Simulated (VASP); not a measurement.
Here is a VASP 6.6.1 calculation.

The input INCAR:

```
PREC = Accurate
ENCUT = 520
EDIFF = 1E-7
ISMEAR = 1
SIGMA = 0.1
LREAL = F
LASPH = T
NELM = 60
ALGO = Normal
ISIF = 2
LWAVE = F
LCHARG = F
GGA = CA
NBANDS = 18
```

KPOINTS

```
Automatic mesh
0
Gamma
  7 7 7
```

POSCAR

```
ScCu
1.0
    3.2560000000      0.0000000000      0.0000000000
    0.0000000000      3.2560000000      0.0000000000
    0.0000000000      0.0000000000      3.2560000000
Sc Cu
1 1
Direct
    0.5000000000      0.5000000000      0.5000000000
    0.0000000000      0.0000000000      0.0000000000
```

Potentials or basis: VASP PAW LDA potentials, release 64 (Sc_sv, Cu).

Command:

```console
$ cat potpaw_LDA.64/Sc_sv/POTCAR potpaw_LDA.64/Cu/POTCAR > POTCAR
$ mpirun -np 1 vasp_std > vasp.out
```

(1) Estimate the pressure.

(2) What does it give for the band gap on the k mesh?

Answers

(1) -7.1 GPa.

(2) zero (band 11 reaches 5.75 eV, above the bottom of band 12 at 4.09 eV).
